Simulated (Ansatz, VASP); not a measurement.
## One calculation of Ge3Pt, two programs

Contents of INCAR:

```
SYSTEM = Ge3Pt
PREC     = Accurate       ! precision mode
ENCUT    = 520            ! plane-wave cutoff, eV
EDIFF    = 1E-7           ! SCF threshold, eV
ISMEAR   = 0              ! smearing method
SIGMA    = 0.1            ! smearing width, eV
LREAL    = .FALSE.        ! projectors in reciprocal space
LASPH    = .TRUE.         ! aspherical terms in the spheres
NELM     = 60             ! most SCF steps
ALGO     = Normal         ! electronic algorithm
ISIF     = 2              ! what is computed and relaxed
LWAVE    = .FALSE.        ! write WAVECAR
LCHARG   = .TRUE.         ! write CHGCAR
GGA      = PE             ! functional
LELF     = .TRUE.         ! ELF
LVHAR    = .TRUE.       
NBANDS   = 62             ! bands
```

The input KPOINTS:

```
Automatic mesh
0
G
  3 3 3
  0 0 0
```

File POSCAR:

```
Ge3Pt
1.0
    3.5472181100      2.0479873300      3.1381619400
   -3.5472181100      2.0479873300      3.1381619400
    0.0000000000     -4.0959746600      3.1381619400
Ge Pt
6 2
Direct
    0.7962999900      0.2414000000      0.7962999900
    0.7962999900      0.7962999900      0.2414000000
    0.2414000000      0.7962999900      0.7962999900
    0.2037000100      0.7586000000      0.2037000100
    0.7586000000      0.2037000100      0.2037000100
    0.2037000100      0.2037000100      0.7586000000
    0.2755000000      0.2755000000      0.2755000000
    0.7245000000      0.7245000000      0.7245000000
```

Input for Ansatz:

```yaml
crystal:
  lattice:
    - [3.54721811, 2.04798733, 3.13816194]
    - [-3.54721811, 2.04798733, 3.13816194]
    - [0.0, -4.09597466, 3.13816194]
  atoms:
    - { symbol: Ge, position: [0.79629999, 0.2414, 0.79629999] }
    - { symbol: Ge, position: [0.79629999, 0.79629999, 0.2414] }
    - { symbol: Ge, position: [0.2414, 0.79629999, 0.79629999] }
    - { symbol: Ge, position: [0.20370001, 0.7586, 0.20370001] }
    - { symbol: Ge, position: [0.7586, 0.20370001, 0.20370001] }
    - { symbol: Ge, position: [0.20370001, 0.20370001, 0.7586] }
    - { symbol: Pt, position: [0.2755, 0.2755, 0.2755] }
    - { symbol: Pt, position: [0.7245, 0.7245, 0.7245] }
basis:
  ecutwfc: 420
kpoints:
  mp_grid: { grid: [3, 3, 3] }
hamiltonian:
  xc: pbe
scf:
  occupations: { method: gaussian, width: 0.1 }
  lower_state_search: "off"
output:
  forces: true
  stress: true
  eigenvalues: true
```

Change from the starting cell: species swapped into the InP3 type (R-3m, No. 166).

Alike in both runs: task single point; functional PBE; k mesh 3 × 3 × 3; occupations gaussian, width 0.1 eV; no spin polarisation.

|  | VASP | Ansatz |
| --- | --- | --- |
| version | VASP 6.6.1 | Ansatz 0.2.0 |
| potentials or method | VASP PAW PBE potentials, release 64 (Ge_d, Pt), cutoff 520 eV | scalar-relativistic, plane waves, PAW |
| valence electrons in the cell | 104 | 120 |

```tsv
	VASP	Ansatz	Ansatz less VASP
gap on the k mesh at the Fermi level (eV)	none	none	-
rms of the force components (eV/Å)	3.723	3.721	-0.0022
```

Atom by atom the forces differ by 0.003 eV/Å (rms over components). A gap of «none» marks a metal or a gap that the smearing closes. The functional is the same, so the differences come from potentials, cutoffs and numerics. VASP's potentials hold 104 valence electrons a cell and Ansatz's 120, so a difference there can come from the potentials and not from the codes.

The k mesh is coarse, so the values compare programs but aren't converged. Neither program's run includes spin-orbit coupling.
